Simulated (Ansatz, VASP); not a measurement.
# One calculation of Ge3Pd, two programs

File INCAR:

```
SYSTEM = Ge3Pd
PREC = Accurate
ENCUT = 520
EDIFF = 1E-6
ISMEAR = -1
SIGMA = 0.05
LREAL = .False.
LASPH = .True.
NELM = 60
ALGO = Normal
ISIF = 2
LWAVE = .False.
LCHARG = .True.
GGA = CA
LELF = .True.
LVHAR = .True.
NBANDS = 34
```

File KPOINTS:

```
regular mesh
0
Gamma
  7 7 7
  0 0 0
```

Contents of POSCAR:

```
Ge3Pd
1.0
    4.1965295533      0.0000000000      0.0000000000
    0.0000000000      4.1965295533      0.0000000000
    0.0000000000      0.0000000000      4.1965295533
Pd Ge
1 3
Direct
    0.0000000000      0.0000000000      0.0000000000
    0.5000000000      0.5000000000      0.0000000000
    0.5000000000      0.0000000000      0.5000000000
    0.0000000000      0.5000000000      0.5000000000
```

File input.yaml:

```yaml
crystal:
  lattice:
    - [4.1965295533, 0.0, 0.0]
    - [0.0, 4.1965295533, 0.0]
    - [0.0, 0.0, 4.1965295533]
  atoms:
    - { symbol: Pd, position: [0.0, 0.0, 0.0] }
    - { symbol: Ge, position: [0.5, 0.5, 0.0] }
    - { symbol: Ge, position: [0.5, 0.0, 0.5] }
    - { symbol: Ge, position: [0.0, 0.5, 0.5] }
hamiltonian:
  xc: lda
  pseudopotentials: { kind: paw }
kpoints:
  mp_grid: { grid: [7, 7, 7] }
scf:
  occupations: { method: fermi_dirac, width: 0.05 }
output:
  forces: true
  stress: true
  eigenvalues: true
```

Alike in both runs: task single point; functional LDA; k mesh 7 × 7 × 7; occupations fermi-dirac, width 0.05 eV; no spin polarisation.

|  | VASP | Ansatz |
| --- | --- | --- |
| version | VASP 6.6.1 | Ansatz 0.2.0 |
| potentials or method | VASP PAW LDA potentials, release 64 (Pd, Ge_d) | Ansatz PAW |
| plane-wave cutoff (eV) | 520 | 420 |
| valence electrons in the cell | 52 | 60 |

```tsv
	VASP	Ansatz	Ansatz less VASP
gap on the k mesh at the Fermi level (eV)	none	none	-
pressure (GPa)	-9.4	-9.6	-0.12
```

LDA's correlation is that of Perdew and Zunger in VASP and of Perdew and Wang (1992) in Ansatz. A gap of «none» marks a metal or a gap that the smearing closes. VASP's potentials hold 52 valence electrons a cell and Ansatz's 60, so a difference there can come from the potentials and not from the codes.
